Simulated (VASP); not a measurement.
Wanted: the native input for a VASP 6.6.1 run.

```yaml
Task: single point
Functional: PBEsol
Potentials_or_basis: VASP PAW PBE potentials, release 64 (Al)
Cutoff: 520 eV
k_mesh: 14 × 14 × 1
Occupations: fermi-dirac, width 0.08 eV
Spin: no spin polarisation
Dipole_correction: yes
Further_INCAR_settings: ALGO = Normal; EDIFF = 1e-06; NBANDS = 16
```

The structure of Al lies in POSCAR:

```
Al
1.0
    2.8394494519      0.0000000000      0.0000000000
    0.0000000000      2.8394494519      0.0000000000
    0.0000000000      0.0000000000     24.0312000000
Al
5
Direct
    0.0000000000      0.0000000000      0.3329010653
    0.5000000000      0.5000000000      0.4164505324
    0.0000000000      0.0000000000      0.5000000000
    0.5000000000      0.5000000000      0.5835494676
    0.0000000000      0.0000000000      0.6670989347
```

These files were run (other wordings do the same):

INCAR

```
SYSTEM = Al
  PREC = Accurate
  ENCUT = 520
  EDIFF = 1E-6
  ISMEAR = -1
  SIGMA = 0.08
  LREAL = .FALSE.
  LASPH = .TRUE.
  NELM = 100
  ALGO = Normal
  ISIF = 2
  LWAVE = .FALSE.
  LCHARG = .FALSE.
  LDIPOL = .TRUE.
  IDIPOL = 3
  DIPOL = 0.5 0.5 0.500
  GGA = PS
  NBANDS = 16
```

KPOINTS

```
regular mesh
0
G
  14 14 1
  0 0 0
```

Potentials or basis: VASP PAW PBE potentials, release 64 (Al).

The run is started by

```console
$ cat potpaw_PBE.64/Al/POTCAR > POTCAR
$ mpirun -np 1 vasp_std > vasp.out
```

It gave:

The largest force is 0.080 eV/Å. The band gap on the k mesh is zero (an odd number of electrons rules out a gap without spin polarisation).

Caveat: the PAW data sets were made with another functional, which shifts forces and pressure a little.

It took 61 s on 1 thread of Intel(R) Xeon(R) 6975P-C (Granite Rapids) (shared host), peak memory 0.32 GiB.
